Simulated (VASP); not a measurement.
# Ir in VASP: a series of runs

The runs below take Ir through single point, with PBE.

Program: VASP 6.6.1. These are calculated values, not measurements. Logs are shortened: lines on timing, memory, paths and dates and some standing lists are left out, and cuts for length are marked.

## Step 1: The cell of the first run

Symmetry: Fd-3m, No. 227, cubic system. The conventional cell has a = 5.254 Å, b = 5.254 Å, c = 5.254 Å, α = 90.00°, β = 90.00°, γ = 90.00°. Within 3.0 Å of Ir (site symmetry -43m) lie 4 Ir at 2.28 Å.

## Step 2: Single point, PBE

File INCAR:

```
ALGO = Normal
EDIFF = 1E-7
ENCUT = 520
GGA = PE
ISIF = 2
ISMEAR = -1
LASPH = True
LCHARG = False
LREAL = False
LWAVE = False
NBANDS = 16
NELM = 60
PREC = Accurate
SIGMA = 0.05
```

File KPOINTS:

```
k-points
0
Gamma
  10 10 10
```

File POSCAR:

```
Ir
1.0
    0.0000000000      2.6272165707      2.6272165707
    2.6272165707      0.0000000000      2.6272165707
    2.6272165707      2.6272165707      0.0000000000
Ir
2
Direct
   -0.1250000000     -0.1250000000     -0.1250000000
    0.1250000000      0.1250000000      0.1250000000
```

Potentials or basis: VASP PAW PBE potentials, release 64 (Ir).

Command:

```bash
$ cat potpaw_PBE.64/Ir/POTCAR > POTCAR
$ mpirun -np 1 vasp_std > vasp.out
```

OUTCAR:

```text
EDIFF = 1E-7
   ENCUT = 520
   GGA = PE
   ISIF = 2
   ISMEAR = -1
   LASPH = True
   LREAL = False
   NELM = 60
   PREC = Accurate

 ion  position               nearest neighbor table
   1  0.875  0.875  0.875-   2 2.28   2 2.28   2 2.28   2 2.28
   2  0.125  0.125  0.125-   1 2.28   1 2.28   1 2.28   1 2.28

  LATTYP: Found a face centered cubic cell.
 ALAT       =     5.2544331414

  Lattice vectors:

 A1 = (   0.0000000000,   2.6272165707,   2.6272165707)
 A2 = (   2.6272165707,   0.0000000000,   2.6272165707)
 A3 = (   2.6272165707,   2.6272165707,   0.0000000000)

Analysis of symmetry for initial positions (statically):
=====================================================================
 Subroutine PRICEL returns:
 Original cell was already a primitive cell.

 Routine SETGRP: Setting up the symmetry group for a
 face centered cubic supercell.

 Subroutine GETGRP returns: Found 48 space group operations
 (whereof 12 operations were pure point group operations)
 out of a pool of 48 trial point group operations.

The static configuration has the point symmetry D_3d.
 The point group associated with its full space group is O_h .

Analysis of symmetry for dynamics (positions and initial velocities):
=====================================================================
 Subroutine PRICEL returns:
 Original cell was already a primitive cell.

 Routine SETGRP: Setting up the symmetry group for a
 face centered cubic supercell.

 Subroutine GETGRP returns: Found 48 space group operations
 (whereof 12 operations were pure point group operations)
 out of a pool of 48 trial point group operations.

The dynamic configuration has the point symmetry D_3d.
 The point group associated with its full space group is O_h .

 Subroutine INISYM returns: Found 48 space group operations
 (whereof 12 operations are pure point group operations),
 and found     1 'primitive' translations

----------------------------------------------------------------------------------------

                                     Primitive cell

  volume of cell :      36.2675

  direct lattice vectors                    reciprocal lattice vectors
     0.000000000  2.627216571  2.627216571    -0.190315487  0.190315487  0.190315487
     2.627216571  0.000000000  2.627216571     0.190315487 -0.190315487  0.190315487
     2.627216571  2.627216571  0.000000000     0.190315487  0.190315487 -0.190315487

  length of vectors
     3.715445306  3.715445306  3.715445306     0.329636092  0.329636092  0.329636092

  position of ions in fractional coordinates (direct lattice)
     0.875000000  0.875000000  0.875000000
     0.125000000  0.125000000  0.125000000

  ion indices of the primitive-cell ions
   primitive index   ion index
                 1           1
                 2           2

----------------------------------------------------------------------------------------

 KPOINTS: k-points

Automatic generation of k-mesh.
 Grid dimensions read from file:
 generate k-points for:   10   10   10

 Generating k-lattice:

  Cartesian coordinates                     Fractional coordinates (reciprocal lattice)
    -0.019031549  0.019031549  0.019031549     0.100000000  0.000000000  0.000000000
     0.019031549 -0.019031549  0.019031549     0.000000000  0.100000000  0.000000000
     0.019031549  0.019031549 -0.019031549     0.000000000  0.000000000  0.100000000

  Length of vectors
     0.032963609  0.032963609  0.032963609

  Shift w.r.t. Gamma in fractional coordinates (k-lattice)
     0.000000000  0.000000000  0.000000000

 Subroutine IBZKPT returns following result:
 ===========================================

 Found     47 irreducible k-points:

 Following reciprocal coordinates:
            Coordinates               Weight
  0.000000  0.000000  0.000000      1.000000
  0.100000  0.000000  0.000000      8.000000
  0.200000  0.000000  0.000000      8.000000
  0.300000  0.000000  0.000000      8.000000
  0.400000  0.000000  0.000000      8.000000
  0.500000  0.000000  0.000000      4.000000
[... 16 lines left out ...]
  0.300000  0.300000  0.000000      6.000000
  0.400000  0.300000  0.000000     24.000000
 [... further k-points ...]
   k-points           NKPTS =     47   k-points in BZ     NKDIM =     47   number of bands    NBANDS=     16
   number of dos      NEDOS =    301   number of ions     NIONS =      2
   total plane-waves  NPLWV =  21952
   dimension x,y,z NGX =    28 NGY =   28 NGZ =   28
   dimension x,y,z NGXF=    56 NGYF=   56 NGZF=   56
   ions per type =               2
   NGX,Y,Z   is equivalent  to a cutoff of  12.53, 12.53, 12.53 a.u.
   NGXF,Y,Z  is equivalent  to a cutoff of  25.06, 25.06, 25.06 a.u.
 SYSTEM =  unknown system
   PREC   = accura    normal or accurate (medium, high low for compatibility)
   ISTART =      0    job   : 0-new  1-cont  2-samecut
   ICHARG =      2    charge: 1-file 2-atom 10-const
   ISPIN  =      1    spin polarized calculation?
   LNONCOLLINEAR =      F non collinear calculations
   LSORBIT =      F    spin-orbit coupling
   LASPH  =      T    aspherical Exc in radial PAW
   ENCUT  =  520.0 eV  38.22 Ry    6.18 a.u.   6.91  6.91  6.91*2*pi/ulx,y,z
   NELM   =     60;   NELMIN=  2; NELMDL= -5     # of ELM steps
   EDIFF  = 0.1E-06   stopping-criterion for ELM
   LREAL  =      F    real-space projection
   EDIFFG = 0.1E-05   stopping-criterion for IOM
   NSW    =      0    number of steps for IOM
   IBRION =     -1    ionic relax: 0-MD 1-quasi-New 2-CG
   NFREE  =      0    steps in history (QN), initial steepest desc. (CG)
   ISIF   =      2    stress and relaxation
   ISYM   =      2    0-nonsym 1-usesym 2-fastsym
   POTIM  = 0.5000    time-step for ionic-motion
   TEBEG  =    0.0;   TEEND  =   0.0 temperature during run
   PSTRESS=    0.0 pullay stress
   NELECT =      18.0000    total number of electrons
   NUPDOWN=      -1.0000    fix difference up-down
   EMIN   =  10.00;   EMAX   =-10.00  energy-range for DOS
   EFERMI =   0.00;   METHOD = LEGACY
   ISMEAR =    -1;   SIGMA  =   0.05  broadening in eV -4-tet -1-fermi 0-gaus
   EFERMI_NEDOS =   21; number of points for ismear=-14 and -15
   IALGO  =     38    algorithm
   IMIX   =      4    mixing-type and parameters
     AMIX     =   0.40;   BMIX     =  1.00
     AMIX_MAG =   1.60;   BMIX_MAG =  1.00
  volume/ion in A,a.u.               =      18.13       122.37
  Fermi-wavevector in a.u.,A,eV,Ry     =   1.296164  2.449394 22.858330  1.680040
  Thomas-Fermi vector in A             =   2.427637
   LORBIT       =      0    0 simple, 1 ext, 2 COOP (PROOUT), +10 PAW based schemes
   GGA     = PE    functional components
[... 5 lines left out ...]
 non-spin polarized calculation
  energy-cutoff  :      520.00
  volume of cell :       36.27
 maximum number of plane-waves:       990
   NGX = 13   NGY = 13   NGZ = 13

 number of electron      18.0000000 magnetization

 Free energy of the ion-electron system (eV)
  ---------------------------------------------------
  ext. energy  EPLUGINS =         0.00000000
  ---------------------------------------------------
  free energy    TOTEN  =       -14.85728416 eV

  energy without entropy =      -14.84318199  energy(sigma->0) =      -14.85023307

 E-fermi :   7.4501     XC(G=0): -12.1100

 val. band max:        7.3935752115   @ k =   0.5000   0.3000   0.0000
 cond. band min:       7.4752527664   @ k =   0.5000   0.3000   0.1000
 fundamental gap:      0.0816775549
 Fermi energy:         7.4501154845

 k-point     1 :       0.0000    0.0000    0.0000
  band No.  band energies     occupation
      1      -1.8673      2.00000
      2       1.0736      2.00000
      3       1.0736      2.00000
      4       1.8195      2.00000
      5       1.8195      2.00000
      6       1.8195      2.00000
[... 8 lines left out ...]
     15      20.3618      0.00000
     16      20.3618      0.00000

 k-point     2 :       0.1000    0.0000    0.0000
  band No.  band energies     occupation
      1      -1.6601      2.00000
      2       0.9615      2.00000
      3       0.9615      2.00000
      4       1.7910      2.00000
      5       2.0099      2.00000
      6       2.0099      2.00000
[... 8 lines left out ...]
     15      20.3334      0.00000
     16      20.6409      0.00000

 k-point     3 :       0.2000    0.0000    0.0000
  band No.  band energies     occupation
      1      -1.0837      2.00000
      2       0.8521      2.00000
      3       0.8521      2.00000
      4       1.7228      2.00000
      5       2.2626      2.00000
      6       2.2626      2.00000
[... 8 lines left out ...]
     15      19.6747      0.00000
     16      21.3958      0.00000

 k-point     4 :       0.3000    0.0000    0.0000
  band No.  band energies     occupation
      1      -0.3005      2.00000
      2       0.9013      2.00000
      3       0.9013      2.00000
      4       1.6278      2.00000
      5       2.2393      2.00000
      6       2.2393      2.00000
[... 8 lines left out ...]
     15      18.5695      0.00000
     16      21.7800      0.00000

 k-point     5 :       0.4000    0.0000    0.0000
  band No.  band energies     occupation
      1       0.4012      2.00000
      2       1.1282      2.00000
      3       1.1282      2.00000
      4       1.4484      2.00000
      5       1.9219      2.00000
      6       1.9219      2.00000
[... 8 lines left out ...]
     15      17.7736      0.00000
     16      22.2505      0.00000

 k-point     6 :       0.5000    0.0000    0.0000
  band No.  band energies     occupation
      1       0.7375      2.00000
      2       1.2691      2.00000
      3       1.4727      2.00000
      4       1.4727      2.00000
      5       1.5238      2.00000
      6       1.5238      2.00000
[... 8 lines left out ...]
     15      17.4912      0.00000
     16      22.4510      0.00000
[... 267 lines left out ...]
 k-point    21 :      -0.3000    0.2000    0.0000
  band No.  band energies     occupation
      1       0.3994      2.00000
      2       0.6558      2.00000
      3       1.1396      2.00000
      4       1.4795      2.00000
      5       1.9645      2.00000
      6       3.1444      2.00000
[... 8 lines left out ...]
     15      18.3391      0.00000
     16      21.7345      0.00000

 k-point    22 :      -0.2000    0.2000    0.0000
  band No.  band energies     occupation
      1      -0.0272      2.00000
      2       0.5282      2.00000
      3       1.2634      2.00000
      4       1.3585      2.00000
      5       1.9669      2.00000
      6       3.1061      2.00000
[... 8 lines left out ...]
     15      18.6398      0.00000
     16      20.8153      0.00000

 k-point    23 :       0.3000    0.3000    0.0000
  band No.  band energies     occupation
      1       0.0214      2.00000
      2       0.4861      2.00000
      3       1.6421      2.00000
      4       1.6421      2.00000
      5       2.2467      2.00000
      6       2.3240      2.00000
[... 8 lines left out ...]
     15      17.5299      0.00000
     16      19.5809      0.00000

 k-point    24 :       0.4000    0.3000    0.0000
  band No.  band energies     occupation
      1       0.0358      2.00000
      2       1.1069      2.00000
      3       1.3224      2.00000
      4       1.5527      2.00000
      5       2.2621      2.00000
      6       2.6856      2.00000
[... 8 lines left out ...]
     15      18.0253      0.00000
     16      19.9190      0.00000

 [... further k-points ...]
[... 5 lines left out ...]
  --------------------------------------------------------------------------------------
  -------------------------------------------------------------------------------------
  Total       10.6957595     10.6957595     10.6957595      0.0000000      0.0000000      0.0000000
  in kB      472.5030238    472.5030238    472.5030238      0.0000000      0.0000000      0.0000000
  external PRESSURE =     472.5030238 kB  Pullay stress =       0.0000000 kB

 VOLUME and BASIS-vectors are now :
 -----------------------------------------------------------------------------
  energy-cutoff  :      520.00
  volume of cell :       36.27
      direct lattice vectors                 reciprocal lattice vectors
     0.000000000  2.627216571  2.627216571    -0.190315487  0.190315487  0.190315487
     2.627216571  0.000000000  2.627216571     0.190315487 -0.190315487  0.190315487
     2.627216571  2.627216571  0.000000000     0.190315487  0.190315487 -0.190315487

 POSITION                                       TOTAL-FORCE (eV/Angst)
 -----------------------------------------------------------------------------------
      4.59763      4.59763      4.59763        -0.000000     -0.000000     -0.000000
      0.65680      0.65680      0.65680         0.000000      0.000000      0.000000
 -----------------------------------------------------------------------------------
    total drift:                                0.000000     -0.000000     -0.000000

  FREE ENERGIE OF THE ION-ELECTRON SYSTEM (eV)
  ---------------------------------------------------
  free  energy   TOTEN  =       -14.8572841605 eV

  energy  without entropy=      -14.8431819875  energy(sigma->0) =      -14.85023307
```

Run time: 60 s. Hardware: 1 thread of AMD EPYC 9R45, shared host; peak memory 0.14 GiB.

What came out:

```
Free energy            : -14.8573 eV
Pressure               : 47.3 GPa
Band gap on the k mesh : zero (band 9 reaches 8.78 eV, above the bottom of band 10 at 6.68 eV)
```

Caveat: spin-orbit coupling is left out, which moves the levels of the heavy elements.

## Step 3: Single point, PBE (shortest bond scaled by 0.94)

File INCAR:

```
SYSTEM = Ir
PREC = Accurate
ENCUT = 520
EDIFF = 1E-7
ISMEAR = -1
SIGMA = 0.05
LREAL = .False.
LASPH = .True.
NELM = 60
ALGO = Normal
ISIF = 2
LWAVE = .False.
LCHARG = .False.
GGA = PE
NBANDS = 16
```

File KPOINTS:

```
regular mesh
0
Gamma
  10 10 10
  0 0 0
```

File POSCAR:

```
Ir
1.0
    0.0000000000      2.6272165707      2.6272165707
    2.6272165707      0.0000000000      2.6272165707
    2.6272165707      2.6272165707      0.0000000000
Ir
2
Direct
   -0.1475000000     -0.1175000000     -0.1175000000
    0.1475000000      0.1175000000      0.1175000000
```

Potentials or basis: VASP PAW PBE potentials, release 64 (Ir).

Command:

```bash
$ cat potpaw_PBE.64/Ir/POTCAR > POTCAR
$ mpirun -np 1 vasp_std > vasp.out
```

It took 1.8 min on 1 thread of AMD EPYC 9R45, shared host; peak memory 0.17 GiB.

The run converged. Its results:

```yaml
Free_energy: -14.5850 eV
Pressure: 50.0 GPa
Largest_force: 4.255 eV/Å
Band_gap_on_the_k_mesh: zero (band 9 reaches 8.55 eV, above the bottom of band 10 at 6.80 eV)
```

Forces on the atoms (eV/Å):
```
Ir  -2.457  2.457  2.457
Ir   2.457 -2.457 -2.457
```

Stress tensor (GPa, compression positive):
```
 49.96 -14.78 -14.78
-14.78  49.96  14.78
-14.78  14.78  49.96
```

Levels at points of the mesh, in eV from the Fermi level:
```csv
k point,band 5,band 6,band 7,band 8,band 9,band 10,band 11,band 12,band 13,band 14
"(0.00, 0.00, 0.00)",-5.67,-5.60,-2.44,-2.07,-2.07,1.10,1.10,11.19,11.37,12.62
"(0.50, 0.00, 0.00)",-5.77,-5.77,-2.56,-1.35,-1.35,1.19,1.19,2.46,9.85,9.85
"(0.00, 0.50, 0.00)",-5.66,-5.51,-2.56,-1.41,-0.90,0.03,0.24,1.67,9.06,10.42
"(0.50, 0.50, 0.00)",-4.38,-3.99,-3.44,-2.71,0.68,0.96,2.22,2.30,3.84,4.12
```

Caveat: the cell differs from its parent crystal (shortest bond scaled by 0.94); spin-orbit coupling is left out, which moves the levels of the heavy elements; forces of over 1 eV/Å act on the atoms, so gaps and moduli don't describe the material at rest.
